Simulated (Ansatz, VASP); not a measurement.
## One calculation of Gd, two programs

```xyz
1
Lattice="-2.0232 2.0232 2.0232 2.0232 -2.0232 2.0232 2.0232 2.0232 -2.0232" Properties=species:S:1:pos:R:3 pbc="T T T"
Gd    0.0000    0.0000    0.0000
```

Alike in both runs: task single point; functional PBE; k mesh 14 × 14 × 14; occupations gaussian, width 0.05 eV; collinear spin.

|  | VASP | Ansatz |
| --- | --- | --- |
| version | VASP 6.6.1 | Ansatz 0.2.0 |
| potentials or method | VASP PAW PBE potentials, release 64 (Gd), cutoff 520 eV | scalar-relativistic, plane waves, PAW |
| valence electrons in the cell | 18 | 18 |

```csv
,VASP,Ansatz,Ansatz less VASP
gap on the k mesh at the Fermi level (eV),none,none,-
pressure (GPa),0.3,0.0,-0.27
net moment per atom (μB),7.64,7.64,-0.007
size of the moment on the site where the two differ most (μB),7.01,7.35,+0.334
```

Site moments also hang on the region over which each program counts them. A gap of «none» marks a metal or a gap that the smearing closes. The functional is the same, so the differences come from potentials, cutoffs and numerics. Ansatz's warnings: given moment on shells.

Neither program's run includes spin-orbit coupling.
